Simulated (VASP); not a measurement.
# SnO in VASP: single point with PBE+D3(BJ)

Aim: the single point of SnO with PBE+D3(BJ).

Everything below comes from runs of VASP 6.6.1. Logs are shortened: lines on timing, memory, paths and dates and some standing lists are left out, and cuts for length are marked.

**1. The cell of the first run**

The cell holds a slab with vacuum, 8 atoms: a = 3.820 Å, b = 3.820 Å, c = 22.226 Å, α = 90.00°, β = 90.00°, γ = 90.00°.

**2. Single point, PBE+D3(BJ) (layers slid over each other)**

File INCAR:

```
SYSTEM = SnO
  PREC = Accurate
  ENCUT = 520
  EDIFF = 1E-6
  ISMEAR = 0
  SIGMA = 0.05
  LREAL = .FALSE.
  LASPH = .TRUE.
  NELM = 80
  ALGO = Normal
  ISIF = 2
  LWAVE = .FALSE.
  LCHARG = .FALSE.
  LDIPOL = .TRUE.
  IDIPOL = 3
  DIPOL = 0.5 0.5 0.394
  GGA = PE
  IVDW = 12
  NBANDS = 50
```

File KPOINTS:

```
Automatic mesh
0
G
  7 7 1
  0 0 0
```

File POSCAR:

```
SnO
1.0
    3.8201526160      0.0002954389      0.0000000000
   -0.0003145156      3.8201526145      0.0000000000
    0.0000000000      0.0000000000     22.2260756252
Sn O
4 4
Direct
    0.9999453016      0.9999453016      0.2024648920
    0.4999453016      0.4999453016      0.3087831576
    0.6249453016      0.7499453016      0.4797535108
    0.1249453016      0.2499453016      0.5860717765
    0.9999461184      0.4999461184      0.2556240248
    0.4999461184      0.9999461184      0.2556240248
    0.6249461184      0.2499461184      0.5329126436
    0.1249461184      0.7499461184      0.5329126436
```

Potentials or basis: VASP PAW PBE potentials, release 64 (Sn_d, O).

Launch:

```bash
cat potpaw_PBE.64/Sn_d/POTCAR potpaw_PBE.64/O/POTCAR > POTCAR
mpirun -np 1 vasp_std > vasp.out
```

OUTCAR:

```text
SYSTEM = SnO
   PREC = Accurate
   ENCUT = 520
   EDIFF = 1E-6
   ISMEAR = 0
   LREAL = .FALSE.
   LASPH = .TRUE.
   NELM = 80
   ISIF = 2
   GGA = PE
   IVDW = 12
 IVDW          = 12

 ion  position               nearest neighbor table
   1  1.000  1.000  0.202-   6 2.25   5 2.25   6 2.25   5 2.25   2 3.59   2 3.59   2 3.59   2 3.59

   2  0.500  0.500  0.309-   5 2.25   6 2.25   5 2.25   6 2.25   1 3.59   1 3.59   1 3.59   1 3.59

   3  0.625  0.750  0.480-   8 2.25   7 2.25   8 2.25   7 2.25   4 3.59   4 3.59   4 3.59   4 3.59

   4  0.125  0.250  0.586-   7 2.25   8 2.25   7 2.25   8 2.25   3 3.59   3 3.59   3 3.59   3 3.59

   5  1.000  0.500  0.256-   2 2.25   1 2.25   2 2.25   1 2.25
   6  0.500  1.000  0.256-   1 2.25   2 2.25   1 2.25   2 2.25
   7  0.625  0.250  0.533-   3 2.25   4 2.25   3 2.25   4 2.25
   8  0.125  0.750  0.533-   3 2.25   4 2.25   3 2.25   4 2.25

  LATTYP: Found a simple tetragonal cell.
 ALAT       =     3.8201526274
 C/A-ratio  =     5.8181119429

  Lattice vectors:

 A1 = (   3.8201526160,   0.0002954389,   0.0000000000)
 A2 = (  -0.0003145156,   3.8201526145,   0.0000000000)
 A3 = (   0.0000000000,   0.0000000000,  22.2260756252)

Analysis of symmetry for initial positions (statically):
=====================================================================
 Subroutine PRICEL returns:
 Original cell was already a primitive cell.

 Routine SETGRP: Setting up the symmetry group for a
 simple tetragonal supercell.

 Subroutine GETGRP returns: Found  2 space group operations
 (whereof  1 operations were pure point group operations)
 out of a pool of 16 trial point group operations.

The static configuration has the point symmetry C_1 .
 The point group associated with its full space group is S_2 .

Analysis of symmetry for dynamics (positions and initial velocities):
=====================================================================
 Subroutine PRICEL returns:
 Original cell was already a primitive cell.

 Routine SETGRP: Setting up the symmetry group for a
 simple tetragonal supercell.

 Subroutine GETGRP returns: Found  2 space group operations
 (whereof  1 operations were pure point group operations)
 out of a pool of 16 trial point group operations.

The dynamic configuration has the point symmetry C_1 .
 The point group associated with its full space group is S_2 .

 Subroutine INISYM returns: Found  2 space group operations
 (whereof  1 operations are pure point group operations),
 and found     1 'primitive' translations

----------------------------------------------------------------------------------------

                                     Primitive cell

  volume of cell :     324.3577

  direct lattice vectors                    reciprocal lattice vectors
     3.820152616  0.000295439  0.000000000     0.261769645  0.000021552  0.000000000
    -0.000314516  3.820152614  0.000000000    -0.000020244  0.261769645  0.000000000
     0.000000000  0.000000000 22.226075625     0.000000000  0.000000000  0.044992198

  length of vectors
     3.820152627  3.820152627 22.226075625     0.261769646  0.261769646  0.044992198

  position of ions in fractional coordinates (direct lattice)
     0.999945302  0.999945302  0.202464892
     0.499945302  0.499945302  0.308783158
     0.624945302  0.749945302  0.479753511
     0.124945302  0.249945302  0.586071776
     0.999946118  0.499946118  0.255624025
     0.499946118  0.999946118  0.255624025
     0.624946118  0.249946118  0.532912644
     0.124946118  0.749946118  0.532912644

  ion indices of the primitive-cell ions
   primitive index   ion index
                 1           1
                 2           2
                 3           3
                 4           4
                 5           5
                 6           6
                 7           7
                 8           8

----------------------------------------------------------------------------------------

 KPOINTS: Automatic mesh

Automatic generation of k-mesh.
 Grid dimensions read from file:
 generate k-points for:    7    7    1

 Generating k-lattice:

  Cartesian coordinates                     Fractional coordinates (reciprocal lattice)
     0.037395664  0.000003079  0.000000000     0.142857143 -0.000000000  0.000000000
    -0.000002892  0.037395664  0.000000000     0.000000000  0.142857143  0.000000000
     0.000000000  0.000000000  0.044992198     0.000000000  0.000000000  1.000000000

  Length of vectors
     0.037395664  0.037395664  0.044992198

  Shift w.r.t. Gamma in fractional coordinates (k-lattice)
     0.000000000  0.000000000  0.000000000

 Subroutine IBZKPT returns following result:
 ===========================================

 Found     25 irreducible k-points:

 Following reciprocal coordinates:
            Coordinates               Weight
  0.000000  0.000000  0.000000      1.000000
  0.142857  0.000000  0.000000      2.000000
 -0.000000  0.142857  0.000000      2.000000
  0.285714  0.000000  0.000000      2.000000
  0.000000  0.285714  0.000000      2.000000
  0.428571  0.000000  0.000000      2.000000
[... 16 lines left out ...]
  0.285714  0.428571  0.000000      2.000000
  0.428571  0.428571  0.000000      2.000000
   k-points           NKPTS =     25   k-points in BZ     NKDIM =     25   number of bands    NBANDS=     50
   number of dos      NEDOS =    301   number of ions     NIONS =      8
   total plane-waves  NPLWV = 131712
   dimension x,y,z NGX =    28 NGY =   28 NGZ =  168
   dimension x,y,z NGXF=    56 NGYF=   56 NGZF=  336
   ions per type =               4   4
   NGX,Y,Z   is equivalent  to a cutoff of  12.19, 12.19, 12.57 a.u.
   NGXF,Y,Z  is equivalent  to a cutoff of  24.37, 24.37, 25.13 a.u.
 SYSTEM =  SnO
   PREC   = accura    normal or accurate (medium, high low for compatibility)
   ISTART =      0    job   : 0-new  1-cont  2-samecut
   ICHARG =      2    charge: 1-file 2-atom 10-const
   ISPIN  =      1    spin polarized calculation?
   LNONCOLLINEAR =      F non collinear calculations
   LSORBIT =      F    spin-orbit coupling
   LASPH  =      T    aspherical Exc in radial PAW
   ENCUT  =  520.0 eV  38.22 Ry    6.18 a.u.   7.10  7.10 41.33*2*pi/ulx,y,z
   NELM   =     80;   NELMIN=  2; NELMDL= -5     # of ELM steps
   EDIFF  = 0.1E-05   stopping-criterion for ELM
   LREAL  =      F    real-space projection
   EDIFFG = 0.1E-04   stopping-criterion for IOM
   NSW    =      0    number of steps for IOM
   IBRION =     -1    ionic relax: 0-MD 1-quasi-New 2-CG
   NFREE  =      0    steps in history (QN), initial steepest desc. (CG)
   ISIF   =      2    stress and relaxation
   ISYM   =      2    0-nonsym 1-usesym 2-fastsym
   POTIM  = 0.5000    time-step for ionic-motion
   TEBEG  =    0.0;   TEEND  =   0.0 temperature during run
   PSTRESS=    0.0 pullay stress
   NELECT =      80.0000    total number of electrons
   NUPDOWN=      -1.0000    fix difference up-down
   EMIN   =  10.00;   EMAX   =-10.00  energy-range for DOS
   EFERMI =   0.00;   METHOD = LEGACY
   ISMEAR =     0;   SIGMA  =   0.05  broadening in eV -4-tet -1-fermi 0-gaus
   EFERMI_NEDOS =   21; number of points for ismear=-14 and -15
   IALGO  =     38    algorithm
   IMIX   =      4    mixing-type and parameters
     AMIX     =   0.40;   BMIX     =  1.00
     AMIX_MAG =   1.60;   BMIX_MAG =  1.00
  volume/ion in A,a.u.               =      40.54       273.61
  Fermi-wavevector in a.u.,A,eV,Ry     =   1.026668  1.940121 14.341187  1.054047
  Thomas-Fermi vector in A             =   2.160573
   LORBIT       =      0    0 simple, 1 ext, 2 COOP (PROOUT), +10 PAW based schemes
   GGA     = PE    functional components
   LHFCALC =     F    Hartree Fock is set to
   AEXX    =    0.0000 exact exchange contribution
   IVDW    =    12    specifies the selected vdW correction
   LEPSILON=     F    determine dielectric tensor
   LRPA    =     F    only Hartree local field effects (RPA)
 non-spin polarized calculation
 Gauss-broadening in eV      SIGMA  =   0.05
  energy-cutoff  :      520.00
  volume of cell :      324.36
 maximum number of plane-waves:      8769
   NGX = 15   NGY = 15   NGZ = 83

 dipolmoment           0.000000      0.000000      0.000115 electrons x Angstroem

 number of electron      79.9999971 magnetization

 dipolmoment           0.000000      0.000000     -0.000003 electrons x Angstroem

 Free energy of the ion-electron system (eV)
  ---------------------------------------------------
  ext. energy  EPLUGINS =         0.00000000
  ---------------------------------------------------
  free energy    TOTEN  =       -45.10354802 eV

  energy without entropy =      -45.10354802  energy(sigma->0) =      -45.10354802

 E-fermi :   0.1830     XC(G=0):  -5.2686

 val. band max:       -0.0578167316   @ k =  -0.1429   0.1429   0.0000
 cond. band min:       2.0974647387   @ k =   0.4286   0.0000   0.0000
 fundamental gap:      2.1552814704
 Fermi energy:         0.1829789099

 k-point     1 :       0.0000    0.0000    0.0000
  band No.  band energies     occupation
      1     -21.0453      2.00000
      2     -21.0452      2.00000
      3     -20.6850      2.00000
      4     -20.6850      2.00000
      5     -20.6492      2.00000
      6     -20.6485      2.00000
[... 42 lines left out ...]
     49       5.1858      0.00000
     50       5.2338      0.00000

 k-point     2 :       0.1429    0.0000    0.0000
  band No.  band energies     occupation
      1     -21.0364      2.00000
      2     -21.0363      2.00000
      3     -20.6857      2.00000
      4     -20.6856      2.00000
      5     -20.6501      2.00000
      6     -20.6497      2.00000
[... 42 lines left out ...]
     49       5.2904      0.00000
     50       5.4778      0.00000

 k-point     3 :      -0.0000    0.1429    0.0000
  band No.  band energies     occupation
      1     -21.0364      2.00000
      2     -21.0363      2.00000
      3     -20.6859      2.00000
      4     -20.6856      2.00000
      5     -20.6508      2.00000
      6     -20.6497      2.00000
[... 42 lines left out ...]
     49       5.4101      0.00000
     50       5.4658      0.00000

 k-point     4 :       0.2857    0.0000    0.0000
  band No.  band energies     occupation
      1     -21.0117      2.00000
      2     -21.0114      2.00000
      3     -20.7829      2.00000
      4     -20.7821      2.00000
      5     -20.6540      2.00000
      6     -20.6539      2.00000
[... 999 lines left out ...]
 k-point    23 :       0.2857    0.4286    0.0000
  band No.  band energies     occupation
      1     -20.9814      2.00000
      2     -20.9805      2.00000
      3     -20.9389      2.00000
      4     -20.9387      2.00000
      5     -20.6504      2.00000
      6     -20.6499      2.00000
[... 42 lines left out ...]
     49       5.8385      0.00000
     50       6.1314      0.00000

 k-point    24 :       0.4286    0.4286    0.0000
  band No.  band energies     occupation
      1     -20.9875      2.00000
      2     -20.9862      2.00000
      3     -20.9729      2.00000
      4     -20.9727      2.00000
      5     -20.6520      2.00000
      6     -20.6514      2.00000
[... 42 lines left out ...]
     49       5.9263      0.00000
     50       6.3569      0.00000

 [... further k-points ...]

------------------------ aborting loop because EDIFF is reached ----------------------------------------

 vacuum level on the upper side and lower side of the slab       (xc-potential included)        -0.158        -0.158

 Edisp (eV)   -1.27362

 E8    (eV) :    -0.5632

  FORCE on cell =-STRESS in cart. coord.  units (eV):
  Direction    XX          YY          ZZ          XY          YZ          ZX
  --------------------------------------------------------------------------------------
  -------------------------------------------------------------------------------------
  Total       0.33179     0.41754     0.55931     0.05315     0.58789     0.34711
  in kB       1.63886     2.06244     2.76273     0.26254     2.90392     1.71456
  external pressure =        2.15 kB  Pullay stress =        0.00 kB

 VOLUME and BASIS-vectors are now :
 -----------------------------------------------------------------------------
  energy-cutoff  :      520.00
  volume of cell :      324.36
      direct lattice vectors                 reciprocal lattice vectors
     3.820152616  0.000295439  0.000000000     0.261769645  0.000021552  0.000000000
    -0.000314516  3.820152614  0.000000000    -0.000020244  0.261769645  0.000000000
     0.000000000  0.000000000 22.226075625     0.000000000  0.000000000  0.044992198

 POSITION                                       TOTAL-FORCE (eV/Angst)
 -----------------------------------------------------------------------------------
      3.81963      3.82024      4.50000        -0.006622     -0.011172     -0.077109
      1.90971      1.91002      6.86304        -0.040332     -0.074233     -0.021245
      2.38715      2.86509     10.66304         0.040332      0.074233      0.021245
      0.47723      0.95487     13.02608         0.006622      0.011172      0.077109
      3.81979      1.91017      5.68152        -0.035670      0.022558      0.002783
      1.90956      3.82009      5.68152         0.013455     -0.056677      0.000850
      2.38731      0.95502     11.84456        -0.013455      0.056677     -0.000850
      0.47708      2.86495     11.84456         0.035670     -0.022558     -0.002783
 -----------------------------------------------------------------------------------
    total drift:                               -0.013976     -0.013978     -0.000135

  FREE ENERGIE OF THE ION-ELECTRON SYSTEM (eV)
  ---------------------------------------------------
  free  energy   TOTEN  =       -46.3771725184 eV

  energy  without entropy=      -46.3771725184  energy(sigma->0) =      -46.37717252

 vacuum level on the upper side and lower side of the slab         4.820         4.821
```

Wall time 4.3 min (1 thread of Intel Xeon 6975P-C (Granite Rapids), shared host); peak memory 0.53 GiB.

What came out:

- Free energy: -46.3772 eV
- Largest force: 0.087 eV/Å
- Band gap on the k mesh: 2.16 eV (least direct gap 2.41 eV)
- Dispersion energy per atom: -0.159 eV

Forces on the atoms (eV/Å):
```
Sn  -0.007 -0.011 -0.077
Sn  -0.040 -0.074 -0.021
Sn   0.040  0.074  0.021
Sn   0.007  0.011  0.077
O   -0.036  0.023  0.003
O    0.013 -0.057  0.001
O   -0.013  0.057 -0.001
O    0.036 -0.023 -0.003
```

Caveat: the cell differs from its parent crystal (layers slid over each other); spin-orbit coupling is left out, which moves the levels of the heavy elements.
